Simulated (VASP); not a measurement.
# NaSrYWO6 (R3) in VASP: single point with PBE

Aim: the single point of NaSrYWO6 with PBE.

All numbers are computed with VASP 6.6.1; they aren't measurements. Logs are shortened: lines on timing, memory, paths and dates and some standing lists are left out, and cuts for length are marked.

### 1 The cell of the first run

The structure is trigonal, space group R3 (No. 146). Conventional cell: a = 5.870 Å, b = 5.870 Å, c = 16.112 Å, α = 90.00°, β = 90.00°, γ = 120.00°. Within 3.5 Å of Na (site symmetry 3) lie 9 O at 2.69 to 3.21 Å and 1 Y at 3.36 Å and 3 W at 3.47 Å. Within 3.9 Å of Sr (site symmetry 3) lie 12 O at 2.61 to 3.85 Å and 3 W at 3.49 Å and 4 Y at 3.61 to 3.82 Å and 3 Na at 3.75 Å. Within 3.0 Å of Y (site symmetry 3) lie 6 O at 2.27 to 2.51 Å. Within 2.5 Å of W (site symmetry 3) lie 6 O at 1.92 to 2.03 Å. O (site symmetry 1) has 1 W at 2.03 Å and 1 Y at 2.27 Å and 1 Sr at 2.67 Å and 1 Na at 2.69 Å and 4 O at 2.76 to 2.82 Å within 2.9 Å. Within 2.8 Å of O (site symmetry 1) lie 1 W at 1.92 Å and 1 Y at 2.51 Å and 1 Sr at 2.61 Å and 1 Na at 2.69 Å and 4 O at 2.76 to 2.80 Å.

### 2 Single point, PBE

INCAR reads:

```
PREC = Accurate
ENCUT = 520
EDIFF = 1E-6
ISMEAR = 0
SIGMA = 0.02
LREAL = False
LASPH = True
NELM = 80
ALGO = Normal
ISIF = 2
LWAVE = False
LCHARG = False
GGA = PE
NBANDS = 50
```

KPOINTS reads:

```
Automatic mesh
0
Gamma
  6 6 6
```

POSCAR reads:

```
NaSrYWO6
1.0
   -0.3337614672      4.4843356329      4.4843356329
    4.1505741657      0.0000000000      4.1505741657
    4.1505741657      4.1505741657      0.0000000000
Na Sr Y W O
1 1 1 1 6
Direct
    0.1523301364      0.2825566212      0.2825566212
    0.8544976814      0.7151674395      0.7151674395
    0.5272806678      0.4909064441      0.4909064441
    0.0093071887     -0.0031023962     -0.0031023962
    0.7824252408      0.2801041301      0.1802430340
    0.2031028678      0.7316610477      0.8192985133
    0.7824252408      0.7572275950      0.2801041301
    0.2031028678      0.2459375712      0.7316610477
    0.2031028678      0.8192985133      0.2459375712
    0.7824252408      0.1802430340      0.7572275950
```

Potentials or basis: VASP PAW PBE potentials, release 64 (Na_pv, Sr_sv, Y_sv, W_sv, O).

Launch:

```bash
$ cat potpaw_PBE.64/Na_pv/POTCAR potpaw_PBE.64/Sr_sv/POTCAR potpaw_PBE.64/Y_sv/POTCAR potpaw_PBE.64/W_sv/POTCAR potpaw_PBE.64/O/POTCAR > POTCAR
$ mpirun -np 1 vasp_std > vasp.out
```

OUTCAR:

```text
PREC = Accurate
   ENCUT = 520
   EDIFF = 1E-6
   ISMEAR = 0
   LREAL = False
   LASPH = True
   NELM = 80
   ISIF = 2
   GGA = PE

 ion  position               nearest neighbor table
   1  0.152  0.283  0.283-   3 3.36   2 3.75   2 3.75   2 3.75
   2  0.854  0.715  0.715-   8 2.61   9 2.61   6 2.61   7 2.67   5 2.67  10 2.67  10 3.25   5 3.25
                             7 3.25   4 3.49   4 3.49   4 3.49   3 3.61   1 3.75   1 3.75   1 3.75
   3  0.527  0.491  0.491-   7 2.27  10 2.27   5 2.27   6 2.51   9 2.51   8 2.51   1 3.36   2 3.61
                             2 3.82   2 3.82   2 3.82
   4  0.009  0.997  0.997-   9 1.92   8 1.92   6 1.92   5 2.03   7 2.03  10 2.03   2 3.49   2 3.49
                             2 3.49
   5  0.782  0.280  0.180-   4 2.03   3 2.27   2 2.67   2 3.25
   6  0.203  0.732  0.819-   4 1.92   3 2.51   2 2.61
   7  0.782  0.757  0.280-   4 2.03   3 2.27   2 2.67   2 3.25
   8  0.203  0.246  0.732-   4 1.92   3 2.51   2 2.61
   9  0.203  0.819  0.246-   4 1.92   3 2.51   2 2.61
  10  0.782  0.180  0.757-   4 2.03   3 2.27   2 2.67   2 3.25

  LATTYP: Found a trigonal (rhomboedric) cell.
 ALAT       =     6.3505849222
 COS(alpha) =     0.5728416490

  Lattice vectors:

 A1 = (  -4.4843356329,   4.4843356329,   0.3337614672)
 A2 = (  -4.4843356329,   0.3337614672,   4.4843356329)
 A3 = (  -0.3337614672,   4.4843356329,   4.4843356329)

Analysis of symmetry for initial positions (statically):
=====================================================================
 Subroutine PRICEL returns:
 Original cell was already a primitive cell.

 Routine SETGRP: Setting up the symmetry group for a
 trigonal (rhombohedral) supercell.

 Subroutine GETGRP returns: Found  3 space group operations
 (whereof  3 operations were pure point group operations)
 out of a pool of 12 trial point group operations.

The static configuration has the point symmetry C_3 .

Analysis of symmetry for dynamics (positions and initial velocities):
=====================================================================
 Subroutine PRICEL returns:
 Original cell was already a primitive cell.

 Routine SETGRP: Setting up the symmetry group for a
 trigonal (rhombohedral) supercell.

 Subroutine GETGRP returns: Found  3 space group operations
 (whereof  3 operations were pure point group operations)
 out of a pool of 12 trial point group operations.

The dynamic configuration has the point symmetry C_3 .

 Subroutine INISYM returns: Found  3 space group operations
 (whereof  3 operations are pure point group operations),
 and found     1 'primitive' translations

----------------------------------------------------------------------------------------

                                     Primitive cell

  volume of cell :     160.2555

  direct lattice vectors                    reciprocal lattice vectors
    -0.333761467  4.484335633  4.484335633    -0.107498762  0.107498762  0.107498762
     4.150574166  0.000000000  4.150574166     0.116143095 -0.116143095  0.124787427
     4.150574166  4.150574166  0.000000000     0.116143095  0.124787427 -0.116143095

  length of vectors
     6.350584922  5.869798277  5.869798277     0.186193317  0.206277335  0.206277335

  position of ions in fractional coordinates (direct lattice)
     0.152330136  0.282556621  0.282556621
     0.854497681  0.715167440  0.715167440
     0.527280668  0.490906444  0.490906444
     0.009307189  0.996897604  0.996897604
     0.782425241  0.280104130  0.180243034
     0.203102868  0.731661048  0.819298513
     0.782425241  0.757227595  0.280104130
     0.203102868  0.245937571  0.731661048
     0.203102868  0.819298513  0.245937571
     0.782425241  0.180243034  0.757227595

  ion indices of the primitive-cell ions
   primitive index   ion index
                 1           1
                 2           2
                 3           3
                 4           4
                 5           5
                 6           6
                 7           7
                 8           8
                 9           9
                10          10

----------------------------------------------------------------------------------------

 KPOINTS: Automatic mesh

Automatic generation of k-mesh.
 Grid dimensions read from file:
 generate k-points for:    6    6    6

 Generating k-lattice:

  Cartesian coordinates                     Fractional coordinates (reciprocal lattice)
    -0.017916460  0.017916460  0.017916460     0.166666667  0.000000000  0.000000000
     0.019357182 -0.019357182  0.020797905    -0.000000000  0.166666667  0.000000000
     0.019357182  0.020797905 -0.019357182    -0.000000000  0.000000000  0.166666667

  Length of vectors
     0.031032220  0.034379556  0.034379556

  Shift w.r.t. Gamma in fractional coordinates (k-lattice)
     0.000000000  0.000000000  0.000000000

 Subroutine IBZKPT returns following result:
 ===========================================

 Found     40 irreducible k-points:

 Following reciprocal coordinates:
            Coordinates               Weight
  0.000000  0.000000  0.000000      1.000000
  0.166667  0.000000  0.000000      2.000000
  0.333333  0.000000  0.000000      2.000000
  0.500000  0.000000  0.000000      1.000000
  0.000000  0.166667  0.000000      6.000000
  0.166667  0.166667  0.000000      6.000000
[... 16 lines left out ...]
  0.166667  0.333333  0.166667      6.000000
  0.500000  0.333333  0.166667      6.000000
 [... further k-points ...]
   k-points           NKPTS =     40   k-points in BZ     NKDIM =     40   number of bands    NBANDS=     50
   number of dos      NEDOS =    301   number of ions     NIONS =     10
   total plane-waves  NPLWV = 110592
   dimension x,y,z NGX =    48 NGY =   48 NGZ =   48
   dimension x,y,z NGXF=    96 NGYF=   96 NGZF=   96
   ions per type =               1   1   1   1   6
   NGX,Y,Z   is equivalent  to a cutoff of  12.57, 13.59, 13.59 a.u.
   NGXF,Y,Z  is equivalent  to a cutoff of  25.13, 27.19, 27.19 a.u.
 SYSTEM =  unknown system
   PREC   = accura    normal or accurate (medium, high low for compatibility)
   ISTART =      0    job   : 0-new  1-cont  2-samecut
   ICHARG =      2    charge: 1-file 2-atom 10-const
   ISPIN  =      1    spin polarized calculation?
   LNONCOLLINEAR =      F non collinear calculations
   LSORBIT =      F    spin-orbit coupling
   LASPH  =      T    aspherical Exc in radial PAW
   ENCUT  =  520.0 eV  38.22 Ry    6.18 a.u.  11.81 10.91 10.91*2*pi/ulx,y,z
   NELM   =     80;   NELMIN=  2; NELMDL= -5     # of ELM steps
   EDIFF  = 0.1E-05   stopping-criterion for ELM
   LREAL  =      F    real-space projection
   EDIFFG = 0.1E-04   stopping-criterion for IOM
   NSW    =      0    number of steps for IOM
   IBRION =     -1    ionic relax: 0-MD 1-quasi-New 2-CG
   NFREE  =      0    steps in history (QN), initial steepest desc. (CG)
   ISIF   =      2    stress and relaxation
   ISYM   =      2    0-nonsym 1-usesym 2-fastsym
   POTIM  = 0.5000    time-step for ionic-motion
   TEBEG  =    0.0;   TEEND  =   0.0 temperature during run
   PSTRESS=    0.0 pullay stress
   NELECT =      78.0000    total number of electrons
   NUPDOWN=      -1.0000    fix difference up-down
   EMIN   =  10.00;   EMAX   =-10.00  energy-range for DOS
   EFERMI =   0.00;   METHOD = LEGACY
   ISMEAR =     0;   SIGMA  =   0.02  broadening in eV -4-tet -1-fermi 0-gaus
   EFERMI_NEDOS =   21; number of points for ismear=-14 and -15
   IALGO  =     38    algorithm
   IMIX   =      4    mixing-type and parameters
     AMIX     =   0.40;   BMIX     =  1.00
     AMIX_MAG =   1.60;   BMIX_MAG =  1.00
  volume/ion in A,a.u.               =      16.03       108.15
  Fermi-wavevector in a.u.,A,eV,Ry     =   1.287761  2.433516 22.562941  1.658329
  Thomas-Fermi vector in A             =   2.419756
   LORBIT       =      0    0 simple, 1 ext, 2 COOP (PROOUT), +10 PAW based schemes
   GGA     = PE    functional components
   LHFCALC =     F    Hartree Fock is set to
   AEXX    =    0.0000 exact exchange contribution
   IVDW    =     0    specifies the selected vdW correction
   LEPSILON=     F    determine dielectric tensor
   LRPA    =     F    only Hartree local field effects (RPA)
 non-spin polarized calculation
 Gauss-broadening in eV      SIGMA  =   0.02
  energy-cutoff  :      520.00
  volume of cell :      160.26
 maximum number of plane-waves:      4332
   NGX = 23   NGY = 21   NGZ = 21

 number of electron      78.0000005 magnetization

 Free energy of the ion-electron system (eV)
  ---------------------------------------------------
  ext. energy  EPLUGINS =         0.00000000
  ---------------------------------------------------
  free energy    TOTEN  =       -78.30814716 eV

  energy without entropy =      -78.30814716  energy(sigma->0) =      -78.30814716

 E-fermi :   1.4798     XC(G=0):  -9.4519

 val. band max:        1.3040269262   @ k =   0.5000   0.5000   0.0000
 cond. band min:       3.8906390623   @ k =   0.5000   0.5000   0.0000
 fundamental gap:      2.5866121361
 Fermi energy:         1.4798308964

 k-point     1 :       0.0000    0.0000    0.0000
  band No.  band energies     occupation
      1     -73.3557      2.00000
      2     -39.5409      2.00000
      3     -37.4713      2.00000
      4     -37.4713      2.00000
      5     -37.4229      2.00000
      6     -31.7424      2.00000
[... 42 lines left out ...]
     49       8.1709      0.00000
     50       8.6431      0.00000

 k-point     2 :       0.1667    0.0000    0.0000
  band No.  band energies     occupation
      1     -73.3557      2.00000
      2     -39.5409      2.00000
      3     -37.4713      2.00000
      4     -37.4713      2.00000
      5     -37.4229      2.00000
      6     -31.7424      2.00000
[... 42 lines left out ...]
     49       8.3863      0.00000
     50       8.4637      0.00000

 k-point     3 :       0.3333    0.0000    0.0000
  band No.  band energies     occupation
      1     -73.3556      2.00000
      2     -39.5409      2.00000
      3     -37.4713      2.00000
      4     -37.4713      2.00000
      5     -37.4229      2.00000
      6     -31.7425      2.00000
[... 1102 lines left out ...]
     49       8.4364      0.00000
     50       8.6690      0.00000

 k-point    24 :       0.5000    0.3333    0.1667
  band No.  band energies     occupation
      1     -73.3557      2.00000
      2     -39.5409      2.00000
      3     -37.4714      2.00000
      4     -37.4713      2.00000
      5     -37.4229      2.00000
      6     -31.7420      2.00000
[... 42 lines left out ...]
     49       8.4315      0.00000
     50       8.8291      0.00000

 [... further k-points ...]
[... 5 lines left out ...]
  --------------------------------------------------------------------------------------
  -------------------------------------------------------------------------------------
  Total       -9.7195713     -9.7195713     -9.7195713      0.8522854     -0.8522854      0.8522854
  in kB      -97.1728177    -97.1728177    -97.1728177      8.5208462     -8.5208462      8.5208462
  external PRESSURE =     -97.1728177 kB  Pullay stress =       0.0000000 kB

 VOLUME and BASIS-vectors are now :
 -----------------------------------------------------------------------------
  energy-cutoff  :      520.00
  volume of cell :      160.26
      direct lattice vectors                 reciprocal lattice vectors
    -0.333761467  4.484335633  4.484335633    -0.107498762  0.107498762  0.107498762
     4.150574166  0.000000000  4.150574166     0.116143095 -0.116143095  0.124787427
     4.150574166  4.150574166  0.000000000     0.116143095  0.124787427 -0.116143095

 POSITION                                       TOTAL-FORCE (eV/Angst)
 -----------------------------------------------------------------------------------
      2.29470      1.85587      1.85587        -0.002205      0.002205      0.002205
      5.65151      6.80021      6.80021         0.024952     -0.024952     -0.024952
      3.89910      4.40205      4.40205         0.002637     -0.002637     -0.002637
      8.27229      4.17943      4.17943         0.078641     -0.078641     -0.078641
      1.64956      4.25677      4.67125         0.087169      0.002699      0.006353
      6.36958      4.31134      3.94759        -0.182048      0.017963     -0.017867
      4.04438      4.67125      6.65159        -0.002699      0.006353     -0.087169
      3.98981      3.94759      1.93156        -0.017963     -0.017867      0.182048
      4.35355      1.93156      4.31134         0.017867      0.182048      0.017963
      3.62990      6.65159      4.25677        -0.006353     -0.087169      0.002699
 -----------------------------------------------------------------------------------
    total drift:                               -0.000117      0.000118      0.000110

  FREE ENERGIE OF THE ION-ELECTRON SYSTEM (eV)
  ---------------------------------------------------
  free  energy   TOTEN  =       -78.3081471640 eV

  energy  without entropy=      -78.3081471640  energy(sigma->0) =      -78.30814716
```

Run time: 4.8 min. Hardware: 1 thread of Intel Xeon Platinum 8488C (Sapphire Rapids), shared host; peak memory 0.55 GiB.

Results:

```yaml
Free_energy: -78.3081 eV
Pressure: -9.7 GPa
Largest_force: 0.184 eV/Å
Band_gap_on_the_k_mesh: 2.59 eV
```

Forces in eV/Å, atoms in the order of the input:
```
Na  -0.002  0.002  0.002
Sr   0.025 -0.025 -0.025
Y    0.003 -0.003 -0.003
W    0.079 -0.079 -0.079
O    0.087  0.003  0.006
O   -0.182  0.018 -0.018
O   -0.003  0.006 -0.087
O   -0.018 -0.018  0.182
O    0.018  0.182  0.018
O   -0.006 -0.087  0.003
```

Stress tensor (GPa, compression positive):
```
-9.72  0.85  0.85
 0.85 -9.72 -0.85
 0.85 -0.85 -9.72
```

Levels at points of the mesh, in eV from the valence-band top:
```
           k point  band 36  band 37  band 38  band 39  band 40  band 41  band 42  band 43
(0.00, 0.00, 0.00)    -0.61    -0.15    -0.04    -0.04     2.69     2.69     2.76     4.04
(0.50, 0.00, 0.00)    -0.77    -0.20    -0.20    -0.18     3.24     3.32     3.32     5.21
(0.00, 0.50, 0.00)    -0.72    -0.47    -0.42    -0.10     3.12     3.31     3.50     5.22
(0.50, 0.50, 0.00)    -0.87    -0.80    -0.61     0.00     2.59     3.63     3.64     5.42
```

Caveat: the cell stands under tension; spin-orbit coupling is left out, which moves the levels of the heavy elements.
